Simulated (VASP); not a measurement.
# Lu3F2 (P6/mmm) in VASP: relaxation of cell and atoms with PBE

Aim: the relaxation of cell and atoms of Lu3F2 with PBE.

Program: VASP 6.6.1. These are calculated values, not measurements. Logs are shortened: lines on timing, memory, paths and dates and some standing lists are left out, and cuts for length are marked.

### 1 The cell of the first run

The structure is hexagonal, space group P6/mmm (No. 191). Conventional cell: a = 5.852 Å, b = 5.852 Å, c = 4.597 Å, α = 90.00°, β = 90.00°, γ = 120.00°. Lu (site symmetry mmm) has 4 Lu at 2.93 Å and 4 F at 3.13 Å within 3.9 Å. F (site symmetry 6mm) has 2 F at 2.24 to 2.36 Å within 3.0 Å.

The cell was generated, and may not be a known phase.

### 2 Relaxation of cell and atoms, PBE

INCAR reads:

```
ALGO     = Normal         # electronic algorithm
EDIFF    = 1E-6           # SCF threshold, eV
EDIFFG   = -0.01          # ionic threshold
ENCUT    = 600            # plane-wave cutoff, eV
GGA      = PE             # functional
IBRION   = 2              # ionic algorithm
ISIF     = 3              # what is computed and relaxed
ISMEAR   = 0              # smearing method
LASPH    = True           # aspherical terms in the spheres
LCHARG   = False          # write CHGCAR
LREAL    = False          # projectors in reciprocal space
LWAVE    = False          # write WAVECAR
NELM     = 100            # most SCF steps
NSW      = 100            # ionic steps
PREC     = Accurate       # precision mode
SIGMA    = 0.1            # smearing width, eV
```

KPOINTS reads:

```
k-points
0
Gamma
  6 6 8
```

POSCAR reads:

```
Lu3F2
1.0
    5.8518581283      0.0000000000      0.0000000000
   -2.9259290642      5.0678577985      0.0000000000
    0.0000000000      0.0000000000      4.5970227219
Lu F
3 2
Direct
    0.5000000000      0.0000000000      0.5000000000
    0.0000000000      0.5000000000      0.5000000000
    0.5000000000      0.5000000000      0.5000000000
    0.0000000000      0.0000000000      0.7433989328
    0.0000000000      0.0000000000      0.2566010672
```

Potentials or basis: VASP PAW PBE potentials, release 64 (Lu, F).

Launch:

```console
$ cat potpaw_PBE.64/Lu/POTCAR potpaw_PBE.64/F/POTCAR > POTCAR
$ mpirun -np 1 vasp_std > vasp.out
```

OUTCAR:

```text
EDIFF = 1E-6
   EDIFFG = -0.01
   ENCUT = 600
   GGA = PE
   IBRION = 2
   ISIF = 3
   ISMEAR = 0
   LASPH = True
   LREAL = False
   NELM = 100
   NSW = 100
   PREC = Accurate

 ion  position               nearest neighbor table
   1  0.500  0.000  0.500-   2 2.93   2 2.93   3 2.93   3 2.93
   2  0.000  0.500  0.500-   3 2.93   3 2.93   1 2.93   1 2.93
   3  0.500  0.500  0.500-   2 2.93   2 2.93   1 2.93   1 2.93
   4  0.000  0.000  0.743-
   5  0.000  0.000  0.257-

  LATTYP: Found a hexagonal cell.
 ALAT       =     5.8518581283
 C/A-ratio  =     0.7855663314

  Lattice vectors:

 A1 = (   5.8518581283,   0.0000000000,   0.0000000000)
 A2 = (  -2.9259290642,   5.0678577985,   0.0000000000)
 A3 = (   0.0000000000,   0.0000000000,   4.5970227219)

Analysis of symmetry for initial positions (statically):
=====================================================================
 Subroutine PRICEL returns:
 Original cell was already a primitive cell.

 Routine SETGRP: Setting up the symmetry group for a
 hexagonal supercell.

 Subroutine GETGRP returns: Found 24 space group operations
 (whereof 24 operations were pure point group operations)
 out of a pool of 24 trial point group operations.

The static configuration has the point symmetry D_6h.

Analysis of symmetry for dynamics (positions and initial velocities):
=====================================================================
 Subroutine PRICEL returns:
 Original cell was already a primitive cell.

 Routine SETGRP: Setting up the symmetry group for a
 hexagonal supercell.

 Subroutine GETGRP returns: Found 24 space group operations
 (whereof 24 operations were pure point group operations)
 out of a pool of 24 trial point group operations.

The dynamic configuration has the point symmetry D_6h.

 Subroutine INISYM returns: Found 24 space group operations
 (whereof 24 operations are pure point group operations),
 and found     1 'primitive' translations

----------------------------------------------------------------------------------------

                                     Primitive cell

  volume of cell :     136.3311

  direct lattice vectors                    reciprocal lattice vectors
[... 111 lines left out ...]
   IMIX   =      4    mixing-type and parameters
     AMIX     =   0.40;   BMIX     =  1.00
     AMIX_MAG =   1.60;   BMIX_MAG =  1.00
  volume/ion in A,a.u.               =      27.27       184.00
  Fermi-wavevector in a.u.,A,eV,Ry     =   1.420169  2.683729 27.441299  2.016879
  Thomas-Fermi vector in A             =   2.541112
   LORBIT       =      0    0 simple, 1 ext, 2 COOP (PROOUT), +10 PAW based schemes
   GGA     = PE    functional components
   LHFCALC =     F    Hartree Fock is set to
   AEXX    =    0.0000 exact exchange contribution
   IVDW    =     0    specifies the selected vdW correction
   LEPSILON=     F    determine dielectric tensor
   LRPA    =     F    only Hartree local field effects (RPA)
 conjugate gradient relaxation of ions
 non-spin polarized calculation
 Gauss-broadening in eV      SIGMA  =   0.10
  energy-cutoff  :      600.00
  volume of cell :      136.33
 maximum number of plane-waves:      4590
 NGX is ok and might be reduce to    48
   NGX = 23   NGY = 23   NGZ = 19

--------------------------------------- Ionic step        1  -------------------------------------------

 number of electron      89.0000007 magnetization

 Free energy of the ion-electron system (eV)
  ---------------------------------------------------
  ext. energy  EPLUGINS =         0.00000000
  ---------------------------------------------------
  free energy    TOTEN  =       -17.67113916 eV

  energy without entropy =      -17.64100110  energy(sigma->0) =      -17.65607013

------------------------ aborting loop because EDIFF is reached ----------------------------------------

  FORCE on cell =-STRESS in cart. coord.  units (eV):
  Direction    XX          YY          ZZ          XY          YZ          ZX
  --------------------------------------------------------------------------------------
  -------------------------------------------------------------------------------------
  Total        0.0978607      0.0978607      0.3031381     -0.0000000     -0.0000000      0.0000000
  in kB        1.1500693      1.1500693      3.5625118     -0.0000000     -0.0000000      0.0000000
  external PRESSURE =       1.9542168 kB  Pullay stress =       0.0000000 kB
[... 98 lines left out ...]
  FREE ENERGIE OF THE ION-ELECTRON SYSTEM (eV)
  ---------------------------------------------------
  free  energy   TOTEN  =       -17.6729994058 eV

  energy  without entropy=      -17.6429296247  energy(sigma->0) =      -17.65796452

[... ionic steps 4 to 9 ...]

--------------------------------------- Ionic step       10  -------------------------------------------

 number of electron      88.9999981 magnetization

------------------------ aborting loop because EDIFF is reached ----------------------------------------
[... 73 lines left out ...]
--------------------------------------- Ionic step       12  -------------------------------------------

 number of electron      88.9999979 magnetization

 Free energy of the ion-electron system (eV)
  ---------------------------------------------------
  ext. energy  EPLUGINS =         0.00000000
  ---------------------------------------------------
  free energy    TOTEN  =       -17.67345554 eV

  energy without entropy =      -17.64332006  energy(sigma->0) =      -17.65838780

 E-fermi :   0.7532     XC(G=0):  -8.9633

 val. band max:        0.7530515429   @ k =   0.5000   0.0000   0.3750
 cond. band min:       0.7546336379   @ k =   0.5000   0.0000   0.2500
 fundamental gap:      0.0015820950
 Fermi energy:         0.7531502111

 k-point     1 :       0.0000    0.0000    0.0000
  band No.  band energies     occupation
      1     -56.2913      2.00000
      2     -56.1750      2.00000
      3     -56.1750      2.00000
      4     -27.6026      2.00000
      5     -27.3278      2.00000
      6     -27.3278      2.00000
[... 1333 lines left out ...]
     52       3.7167      0.00000
     53       3.7294      0.00000

 [... further k-points ...]

------------------------ aborting loop because EDIFF is reached ----------------------------------------

  FORCE on cell =-STRESS in cart. coord.  units (eV):
  Direction    XX          YY          ZZ          XY          YZ          ZX
  --------------------------------------------------------------------------------------
  -------------------------------------------------------------------------------------
  Total        0.0381636      0.0381636      0.0254686     -0.0000000     -0.0000000      0.0000000
  in kB        0.4405481      0.4405481      0.2940009     -0.0000000     -0.0000000      0.0000000
  external PRESSURE =       0.3916990 kB  Pullay stress =       0.0000000 kB
[... 20 lines left out ...]
  FREE ENERGIE OF THE ION-ELECTRON SYSTEM (eV)
  ---------------------------------------------------
  free  energy   TOTEN  =       -17.6734555372 eV

  energy  without entropy=      -17.6433200558  energy(sigma->0) =      -17.65838780

 reached required accuracy - stopping structural energy minimisation
```

OSZICAR:

```text
N       E                     dE             d eps       ncg     rms          rms(c)
DAV:   1     0.107008846037E+04    0.10701E+04   -0.35030E+04  5438   0.593E+03
DAV:   2     0.195503986491E+03   -0.87458E+03   -0.83311E+03  4798   0.107E+03
DAV:   3     0.755949767556E+01   -0.18794E+03   -0.18074E+03  4345   0.264E+02
[... 111 lines left out ...]
DAV:   3    -0.176733271957E+02    0.20546E-03   -0.23365E-03  5348   0.184E-01    0.512E-02
DAV:   4    -0.176733771990E+02   -0.50003E-04   -0.25311E-04  5232   0.107E-01    0.387E-02
DAV:   5    -0.176734051380E+02   -0.27939E-04   -0.21863E-05  5333   0.259E-02    0.292E-02
DAV:   6    -0.176734537156E+02   -0.48578E-04   -0.10101E-04  5700   0.445E-02    0.816E-03
DAV:   7    -0.176734555856E+02   -0.18699E-05   -0.12142E-05  4213   0.173E-02    0.272E-03
DAV:   8    -0.176734555372E+02    0.48392E-07   -0.12540E-06  3064   0.565E-03
  12 F= -.17673456E+02 E0= -.17658388E+02  d E =0.427974E-05
```

CONTCAR:

```text
Lu3F2
   1.00000000000000
     5.8617291457879208   -0.0000000000000959   -0.0000000000000000
    -2.9308645729441283    5.0764063504060379    0.0000000000000000
    -0.0000000000000000   -0.0000000000000000    4.6642754151929866
  Lu              F
     3     2
Direct
     0.5000000000000000    0.0000000000000000    0.5000000000000000
     0.0000000000000000    0.5000000000000000    0.5000000000000000
     0.5000000000000000    0.5000000000000000    0.5000000000000000
     0.0000000000000000    0.0000000000000000    0.7418252372174882
     0.0000000000000000    0.0000000000000000    0.2581747627825117

  0.00000000E+00  0.00000000E+00  0.00000000E+00
  0.00000000E+00  0.00000000E+00  0.00000000E+00
  0.00000000E+00  0.00000000E+00  0.00000000E+00
  0.00000000E+00  0.00000000E+00  0.00000000E+00
  0.00000000E+00  0.00000000E+00  0.00000000E+00
```

Wall time 21 min (1 thread of Intel Xeon 6975P-C (Granite Rapids), shared host); peak memory 0.44 GiB.

What came out:

```yaml
Free_energy: -17.6735 eV
Relaxed_volume: 27.76 Å³/atom
Relaxed_cell: a = 5.862 Å, b = 5.862 Å, c = 4.664 Å, α = 90.00°, β = 90.00°, γ = 120.00°
Space_group_after_relaxing_to_0.1_Å: P6/mmm (No. 191)
Energy_gained_by_relaxing: 0.5 meV/atom
Ionic_steps: 12
Pressure_after_relaxing: 0.0 GPa
Band_gap_on_the_k_mesh: zero (an odd number of electrons rules out a gap without spin polarisation)
```

Step by step:
```tsv
step	energy change (eV)	largest force (eV/Å)	pressure (GPa)	volume (Å³)
1	0.0000	0.0186	0.20	136.33
2	-0.0009	0.0220	0.13	136.99
3	-0.0019	0.0322	-0.08	138.84
4	-0.0023	0.0072	-0.10	138.87
5	-0.0023	0.0029	0.06	138.87
6	-0.0023	0.0007	0.10	138.88
7	-0.0023	0.0018	0.05	138.88
8	-0.0023	0.0003	-0.09	138.88
9	-0.0023	0.0008	-0.06	138.88
10	-0.0023	0.0075	0.05	138.54
11	-0.0023	0.0039	0.08	138.69
12	-0.0023	0.0016	0.04	138.79
```

Final structure:
```
Lu F
1.0
     5.86173    0.00000    0.00000
    -2.93086    5.07641    0.00000
     0.00000    0.00000    4.66428
Lu F
3 2
Direct
  0.50000 0.00000 0.50000
  0.00000 0.50000 0.50000
  0.50000 0.50000 0.50000
  0.00000 0.00000 0.74183
  0.00000 0.00000 0.25817
```

Caveat: spin-orbit coupling is left out, which moves the levels of the heavy elements.
